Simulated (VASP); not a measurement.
Crystal: Hf2Pd2Se2Br2O3.

```xyz
11
Lattice="5.7590 0.0000 0.0000 -2.8795 4.9874 0.0000 0.0000 0.0000 8.5255" Properties=species:S:1:pos:R:3 pbc="T T T"
Hf    0.0000    3.3250    4.6209
Hf    2.8795    1.6625    4.6209
Pd    0.0000    3.3250    1.0981
Pd    2.8795    1.6625    1.0981
Se    0.0000    3.3250    7.2954
Se    2.8795    1.6625    7.2954
Br    0.0000    0.0000    1.1846
Br    0.0000    0.0000    5.5743
O     2.8795    0.0000    3.6628
O    -1.4397    2.4937    3.6628
O     1.4397    2.4937    3.6628
```

* Program: VASP 6.6.1
* Task: relaxation of cell and atoms
* Functional: PBEsol
* Potentials or basis: VASP PAW PBE potentials, release 64 (Hf_pv, Pd, Se, Br, O)
* Cutoff: 600 eV
* k mesh: 4 × 4 × 3
* Occupations: fermi-dirac, width 0.05 eV
* Spin: no spin polarisation

At the start: pressure -4.0 GPa; volume 22.26 Å³/atom.

Problem. Where does the relaxation end?

Solution. Over 25 steps the energy falls by 27.0 meV/atom and the volume is 19.99 Å³/atom (-10.2 %); space group P6mm (No. 183, to 0.1 Å) before and after.

The path:
```
step  energy change (eV)  largest force (eV/Å)  pressure (GPa)  volume (Å³)
   1              0.0000                0.5172           -3.97       244.87
   2              0.0945                2.4908            4.80       225.85
   3             -0.1227                0.6886           -0.61       236.39
   4             -0.1857                0.3072           -0.24       230.93
   5             -0.1943                0.4003           -0.01       228.07
   6             -0.2284                0.2514            0.06       225.17
   7             -0.2367                0.2043            0.15       222.75
   8             -0.2566                0.1878            0.16       222.24
   9             -0.2676                0.3954            0.24       221.45
  10             -0.2782                0.3394           -0.16       221.50
  11             -0.2851                0.2456           -0.80       221.59
  12             -0.2946                0.1125           -0.26       220.20
  13             -0.2954                0.0665           -0.05       219.68
  14             -0.2954                0.0663           -0.04       219.64
  15             -0.2958                0.0614           -0.06       219.59
  16             -0.2961                0.0528           -0.08       219.52
  17             -0.2963                0.0458            0.04       219.36
  18             -0.2963                0.0427            0.09       219.29
  19             -0.2965                0.0394            0.07       219.38
  20             -0.2968                0.0282            0.02       219.64
  21             -0.2965                0.0611           -0.07       220.16
  22             -0.2968                0.0307           -0.01       219.78
  23             -0.2969                0.0143           -0.05       219.86
  24             -0.2969                0.0158           -0.02       219.87
  25             -0.2970                0.0079           -0.01       219.84
```

Final structure:
```
CELL_PARAMETERS angstrom
5.58222 -0.00066 0.00000
-2.79167 4.83401 0.00000
0.00000 0.00000 8.14732
ATOMIC_POSITIONS crystal
Hf 0.33334 0.66666 0.54062
Hf 0.66666 0.33334 0.54062
Pd 0.33330 0.66670 0.14431
Pd 0.66670 0.33330 0.14431
Se 0.33329 0.66671 0.86336
Se 0.66671 0.33329 0.86336
Br 0.00000 0.00000 0.14009
Br 0.00000 0.00000 0.65168
O 0.50000 0.00000 0.41546
O 0.00000 0.50000 0.41546
O 0.50000 0.50000 0.41546
```

Caveat: the PAW data sets were made with another functional, which shifts forces and pressure a little.
